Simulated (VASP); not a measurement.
Input of a VASP 6.6.1 run:

The input INCAR:

```
SYSTEM = Pt
ALGO = Normal ; EDIFF = 1E-6
ENCUT = 500 ; GGA_COMPAT = .False.
ISIF = 2 ; ISMEAR = -1
LASPH = .True. ; LCHARG = .False.
LREAL = .False. ; LWAVE = .False.
NBANDS = 25 ; NELM = 120
PREC = Accurate ; SIGMA = 0.05
```

Contents of KPOINTS:

```
k-points
0
Gamma
  11 11 6
  0 0 0
```

File POSCAR:

```
Pt
1.0
    2.7789487024      0.0000000000      0.0000000000
   -1.3894743512      2.4066401720      0.0000000000
    0.0000000000      0.0000000000      4.8238709117
Pt
2
Direct
    0.3333333333      0.6666666667      0.2500000000
    0.6666666667      0.3333333333      0.7500000000
```

Potentials or basis: VASP PAW LDA potentials, release 64 (Pt_sv_GW).

Run with:

```console
$ cat potpaw_LDA.64/Pt_sv_GW/POTCAR > POTCAR
$ mpirun -np 1 vasp_std > vasp.out
```

Problem. Predict the band gap on the k mesh.

Solution. Zero (band 18 reaches 9.63 eV, above the bottom of band 19 at 8.49 eV).

Problem. What does it give for the pressure?

Solution. -22.0 GPa.

Stress tensor (GPa, compression positive):
```
-22.00   0.00   0.00
  0.00 -22.00   0.00
  0.00   0.00 -21.91
```

Caveat: spin-orbit coupling is left out, which moves the levels of the heavy elements.
